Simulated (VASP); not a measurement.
# Rh (P-1) in VASP: single point with PBEsol

Aim: the single point of Rh with PBEsol.

All numbers are computed with VASP 6.6.1; they aren't measurements. Logs are shortened: lines on timing, memory, paths and dates and some standing lists are left out, and cuts for length are marked.

### Step 1. The cell of the first run

The typed cell holds 2 atoms: a = 2.731 Å, b = 2.731 Å, c = 4.428 Å, α = 90.00°, β = 90.00°, γ = 120.00°.

### Step 2. Single point, PBEsol (atom 1 (Rh) moved by (+0.200, -0.100) A along [1 1 0] and z)

File INCAR:

```
PREC = Accurate
ENCUT = 520
EDIFF = 1E-7
ISMEAR = 0
SIGMA = 0.15
LREAL = False
LASPH = True
NELM = 80
ALGO = Fast
ISIF = 2
LWAVE = False
LCHARG = False
GGA = PS
NBANDS = 22
```

File KPOINTS:

```
regular mesh
0
Gamma
  18 18 12
```

File POSCAR:

```
Rh
1.0
    2.7309790422      0.0000000000      0.0000000000
   -1.3654895211      2.3650972278      0.0000000000
    0.0000000000      0.0000000000      4.4284890000
Rh
2
Direct
    0.7483483679      0.3931284887      0.7274189345
    0.3333333333      0.6666666667      0.2500000000
```

Potentials or basis: VASP PAW PBE potentials, release 64 (Rh_pv).

Started as:

```console
cat potpaw_PBE.64/Rh_pv/POTCAR > POTCAR
mpirun -np 1 vasp_std > vasp.out
```

OUTCAR:

```text
PREC = Accurate
   ENCUT = 520
   EDIFF = 1E-7
   ISMEAR = 0
   LREAL = False
   LASPH = True
   NELM = 80
   ISIF = 2
   GGA = PS

 ion  position               nearest neighbor table
   1  0.748  0.393  0.727-   2 2.53   2 2.68   2 2.70   2 2.73   2 2.84   2 2.89
   2  0.333  0.667  0.250-   1 2.53   1 2.68   1 2.70   1 2.73   1 2.84   1 2.89

  LATTYP: Found a hexagonal cell.
 ALAT       =     2.7309790422
 C/A-ratio  =     1.6215756077

  Lattice vectors:

 A1 = (   2.7309790422,   0.0000000000,   0.0000000000)
 A2 = (  -1.3654895211,   2.3650972278,   0.0000000000)
 A3 = (   0.0000000000,   0.0000000000,   4.4284890000)

Analysis of symmetry for initial positions (statically):
=====================================================================
 Subroutine PRICEL returns:
 Original cell was already a primitive cell.

 Routine SETGRP: Setting up the symmetry group for a
 hexagonal supercell.

 Subroutine GETGRP returns: Found  2 space group operations
 (whereof  1 operations were pure point group operations)
 out of a pool of 24 trial point group operations.

The static configuration has the point symmetry C_1 .
 The point group associated with its full space group is S_2 .

Analysis of symmetry for dynamics (positions and initial velocities):
=====================================================================
 Subroutine PRICEL returns:
 Original cell was already a primitive cell.

 Routine SETGRP: Setting up the symmetry group for a
 hexagonal supercell.

 Subroutine GETGRP returns: Found  2 space group operations
 (whereof  1 operations were pure point group operations)
 out of a pool of 24 trial point group operations.

The dynamic configuration has the point symmetry C_1 .
 The point group associated with its full space group is S_2 .

 Subroutine INISYM returns: Found  2 space group operations
 (whereof  1 operations are pure point group operations),
 and found     1 'primitive' translations

----------------------------------------------------------------------------------------

                                     Primitive cell

  volume of cell :      28.6037

  direct lattice vectors                    reciprocal lattice vectors
     2.730979042  0.000000000  0.000000000     0.366169049  0.211407799  0.000000000
    -1.365489521  2.365097228  0.000000000     0.000000000  0.422815599  0.000000000
     0.000000000  0.000000000  4.428489000     0.000000000  0.000000000  0.225810655

  length of vectors
[... 81 lines left out ...]
   NELM   =     80;   NELMIN=  2; NELMDL= -5     # of ELM steps
   EDIFF  = 0.1E-06   stopping-criterion for ELM
   LREAL  =      F    real-space projection
   EDIFFG = 0.1E-05   stopping-criterion for IOM
   NSW    =      0    number of steps for IOM
   IBRION =     -1    ionic relax: 0-MD 1-quasi-New 2-CG
   NFREE  =      0    steps in history (QN), initial steepest desc. (CG)
   ISIF   =      2    stress and relaxation
   ISYM   =      2    0-nonsym 1-usesym 2-fastsym
   POTIM  = 0.5000    time-step for ionic-motion
   TEBEG  =    0.0;   TEEND  =   0.0 temperature during run
   PSTRESS=    0.0 pullay stress
   NELECT =      30.0000    total number of electrons
   NUPDOWN=      -1.0000    fix difference up-down
   EMIN   =  10.00;   EMAX   =-10.00  energy-range for DOS
   EFERMI =   0.00;   METHOD = LEGACY
   ISMEAR =     0;   SIGMA  =   0.15  broadening in eV -4-tet -1-fermi 0-gaus
   EFERMI_NEDOS =   21; number of points for ismear=-14 and -15
   IALGO  =     68    algorithm
   IMIX   =      4    mixing-type and parameters
     AMIX     =   0.40;   BMIX     =  1.00
     AMIX_MAG =   1.60;   BMIX_MAG =  1.00
  volume/ion in A,a.u.               =      14.30        96.51
  Fermi-wavevector in a.u.,A,eV,Ry     =   1.663314  3.143208 37.642066  2.766614
  Thomas-Fermi vector in A             =   2.750053
   LORBIT       =      0    0 simple, 1 ext, 2 COOP (PROOUT), +10 PAW based schemes
   GGA     = PS    functional components
   LHFCALC =     F    Hartree Fock is set to
   AEXX    =    0.0000 exact exchange contribution
   IVDW    =     0    specifies the selected vdW correction
   LEPSILON=     F    determine dielectric tensor
   LRPA    =     F    only Hartree local field effects (RPA)
 non-spin polarized calculation
 RMM-DIIS sequential band-by-band and
 Gauss-broadening in eV      SIGMA  =   0.15
  energy-cutoff  :      520.00
  volume of cell :       28.60
 maximum number of plane-waves:       785
   NGX = 11   NGY = 11   NGZ = 17

 number of electron      30.0000002 magnetization

 Free energy of the ion-electron system (eV)
  ---------------------------------------------------
  ext. energy  EPLUGINS =         0.00000000
  ---------------------------------------------------
  free energy    TOTEN  =       -16.02465943 eV

  energy without entropy =      -15.98260334  energy(sigma->0) =      -16.00363138

 E-fermi :  11.1391     XC(G=0): -13.9545

 val. band max:       11.1387935038   @ k =  -0.1667   0.2778  -0.4167
 cond. band min:      11.1392718352   @ k =   0.1667   0.4444   0.1667
 fundamental gap:      0.0004783314
 Fermi energy:        11.1390597731

 k-point     1 :       0.0000    0.0000    0.0000
  band No.  band energies     occupation
      1     -35.9155      2.00000
      2     -35.3336      2.00000
      3     -35.2355      2.00000
      4     -35.2047      2.00000
      5     -35.1944      2.00000
      6     -35.1860      2.00000
[... 589 lines left out ...]
     21      24.3864      0.00000
     22      25.5916      0.00000

 [... further k-points ...]

------------------------ aborting loop because EDIFF is reached ----------------------------------------

  FORCE on cell =-STRESS in cart. coord.  units (eV):
  Direction    XX          YY          ZZ          XY          YZ          ZX
  --------------------------------------------------------------------------------------
  -------------------------------------------------------------------------------------
  Total       -1.8416593     -2.3086256     -1.7527678      0.3129220     -0.3270475     -0.3972077
  in kB     -103.1565813   -129.3126917    -98.1775156     17.5276505    -18.3188639    -22.2487361
  external PRESSURE =    -110.2155962 kB  Pullay stress =       0.0000000 kB

 VOLUME and BASIS-vectors are now :
 -----------------------------------------------------------------------------
  energy-cutoff  :      520.00
  volume of cell :       28.60
      direct lattice vectors                 reciprocal lattice vectors
     2.730979042  0.000000000  0.000000000     0.366169049  0.211407799  0.000000000
    -1.365489521  2.365097228  0.000000000     0.000000000  0.422815599  0.000000000
     0.000000000  0.000000000  4.428489000     0.000000000  0.000000000  0.225810655

 POSITION                                       TOTAL-FORCE (eV/Angst)
 -----------------------------------------------------------------------------------
      1.50691      0.92979      3.22137        -0.591718     -0.508072      0.940869
     -0.00000      1.57673      1.10712         0.591718      0.508072     -0.940869
 -----------------------------------------------------------------------------------
    total drift:                               -0.000009      0.000033      0.000021

  FREE ENERGIE OF THE ION-ELECTRON SYSTEM (eV)
  ---------------------------------------------------
  free  energy   TOTEN  =       -16.0246594313 eV

  energy  without entropy=      -15.9826033383  energy(sigma->0) =      -16.00363138
```

OSZICAR:

```text
N       E                     dE             d eps       ncg     rms          rms(c)
DAV:   1     0.325748470206E+03    0.32575E+03   -0.19045E+04 85936   0.158E+03
DAV:   2    -0.101185489194E+02   -0.33587E+03   -0.32404E+03 89018   0.472E+02
DAV:   3    -0.172121318726E+02   -0.70936E+01   -0.70518E+01100166   0.776E+01
DAV:   4    -0.172590307104E+02   -0.46899E-01   -0.46894E-01 95864   0.636E+00
DAV:   5    -0.172597648355E+02   -0.73413E-03   -0.73412E-03101414   0.828E-01    0.146E+01
RMM:   6    -0.160634222788E+02    0.11963E+01   -0.28054E+00 87949   0.140E+01    0.458E+00
RMM:   7    -0.160325903349E+02    0.30832E-01   -0.11966E-01 90907   0.267E+00    0.205E+00
RMM:   8    -0.160254170742E+02    0.71733E-02   -0.21682E-02 94557   0.147E+00    0.282E-01
RMM:   9    -0.160246263260E+02    0.79075E-03   -0.32416E-03100385   0.520E-01    0.524E-02
RMM:  10    -0.160246561423E+02   -0.29816E-04   -0.24825E-04103829   0.177E-01    0.130E-02
RMM:  11    -0.160246586340E+02   -0.24917E-05   -0.44626E-05108484   0.740E-02    0.296E-03
RMM:  12    -0.160246594866E+02   -0.85263E-06   -0.10215E-05123037   0.340E-02    0.268E-03
RMM:  13    -0.160246593155E+02    0.17116E-06   -0.23072E-06106204   0.169E-02    0.129E-03
RMM:  14    -0.160246596091E+02   -0.29358E-06   -0.62551E-07 79702   0.948E-03    0.158E-03
RMM:  15    -0.160246594074E+02    0.20167E-06   -0.30330E-07 70262   0.640E-03    0.238E-04
RMM:  16    -0.160246594313E+02   -0.23909E-07   -0.91027E-08 55328   0.332E-03
   1 F= -.16024659E+02 E0= -.16003631E+02  d E =-.420561E-01
```

stdout:

```text
POSCAR found type information on POSCAR Rh
 POSCAR found :  1 types and       2 ions
 scaLAPACK will be used
 -----------------------------------------------------------------------------
|                                                                             |
|                                                                             |
|     You enforced a specific xc type in the INCAR file but a different       |
|     I HOPE YOU KNOW WHAT YOU ARE DOING!                                     |
|                                                                             |
 -----------------------------------------------------------------------------

 LDA part: xc-table for (Slater+PW92), standard interpolation
 POSCAR, INCAR and KPOINTS ok, starting setup
 FFT: planning ... GRIDC
 FFT: planning ... GRID_SOFT
 FFT: planning ... GRID
 WAVECAR not read
 entering main loop
WARNING in EDDRMM: call to ZHEGV failed, returncode =   8  4     21
WARNING in EDDRMM: call to ZHEGV failed, returncode =   8  4     22
WARNING in EDDRMM: call to ZHEGV failed, returncode =   8  4     22
```

It took 40 min on 1 thread of AMD EPYC, shared host; peak memory 0.89 GiB.

What came out:

| Property | Result |
| --- | --- |
| Free energy | -16.0247 eV |
| Pressure | -11.0 GPa |
| Largest force | 1.222 eV/Å |
| Band gap on the k mesh | zero (bands 15 and 16 overlap by 2.30 eV) |

Forces in eV/Å, atoms in the order of the input:
```
Rh  -0.592 -0.508  0.941
Rh   0.592  0.508 -0.941
```

Caveat: the cell differs from its parent crystal (atom 1 (Rh) moved by (+0.200, -0.100) A along [1 1 0] and z); the cell stands under tension; the PAW data sets were made with another functional, which shifts forces and pressure a little.
